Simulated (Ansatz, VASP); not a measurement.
One calculation of Ti3S2, two programs

```
Ti S
1.0
     2.71311    1.56642    3.23762
    -2.71311    1.56642    3.23762
     0.00000   -3.13283    3.23762
Ti S
3 2
Direct
  0.00000 0.33565 0.66434
  0.66434 0.00000 0.33565
  0.33565 0.66434 0.00000
  0.16784 0.16784 0.16784
  0.83216 0.83216 0.83216
```

Alike in both runs: task relaxation of cell and atoms; functional PBE; k mesh 6 × 6 × 6; occupations fermi-dirac, width 0.05 eV; no spin polarisation.

```csv
,VASP,Ansatz
version,VASP 6.6.1,Ansatz 0.2.0
potentials or method,"VASP PAW PBE potentials, release 64 (Ti_sv, S)",Ansatz PAW
plane-wave cutoff (eV),600,420
valence electrons in the cell,48,48
```

|  | VASP | Ansatz | Ansatz less VASP |
| --- | --- | --- | --- |
| gap on the k mesh at the Fermi level, each at its own relaxed structure (eV) | none | none | - |
| relaxed volume (Å³/atom) | 16.56 | 16.56 | -0.003 |
| relaxed cell length with the largest relative difference (Å) | 4.509 | 4.508 | -0.0016 |

A gap of «none» marks a metal or a gap that the smearing closes.

Noted on Ansatz's run: the plane-wave basis is chosen anew once the cell has moved, so the energies of steps on either side of that aren't comparable.
